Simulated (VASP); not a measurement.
Set up this calculation in VASP 6.6.1, as the native input.

```
Task                   : single point
Functional             : PBEsol
Potentials or basis    : VASP PAW PBE potentials, release 64 (Al)
Cutoff                 : 520 eV
k mesh                 : 9 × 7 × 1
Occupations            : gaussian, width 0.1 eV
Spin                   : no spin polarisation
Dipole correction      : yes
Further INCAR settings : ALGO = Normal; EDIFF = 1e-07; NBANDS = 14
```

The structure of Al lies in POSCAR:

```
Al
1.0
    2.8390753325      0.0000000000      0.0000000000
    0.0000000000      4.0150588398      0.0000000000
    0.0000000000      0.0000000000     19.7163007654
Al
4
Direct
    0.5000000000      0.5000000000      0.2028778140
    0.0000000000      0.0000000000      0.2748759887
    0.5000000000      0.5000000000      0.3489712107
    0.0000000000      0.0000000000      0.4167262847
```

These files were run (other wordings do the same):

INCAR

```
SYSTEM = Al
PREC = Accurate ; ENCUT = 520
EDIFF = 1E-7 ; ISMEAR = 0
SIGMA = 0.1 ; LREAL = .FALSE.
LASPH = .TRUE. ; NELM = 100
ALGO = Normal ; ISIF = 2
LWAVE = .FALSE. ; LCHARG = .FALSE.
LDIPOL = .TRUE. ; IDIPOL = 3
DIPOL = 0.5 0.5 0.311 ; GGA = PS
NBANDS = 14
```

KPOINTS

```
regular mesh
0
G
  9 7 1
  0 0 0
```

Potentials or basis: VASP PAW PBE potentials, release 64 (Al).

Run with:

```bash
$ cat potpaw_PBE.64/Al/POTCAR > POTCAR
$ mpirun -np 1 vasp_std > vasp.out
```

Results of the run:

- Largest force: 0.219 eV/Å
- Band gap on the k mesh: zero (bands 6 and 7 overlap by 1.29 eV)

Caveat: the PAW data sets were made with another functional, which shifts forces and pressure a little.

Run time: 2.2 min on 1 thread of Intel Xeon 8259CL, with other jobs on the host, peak memory 0.33 GiB.
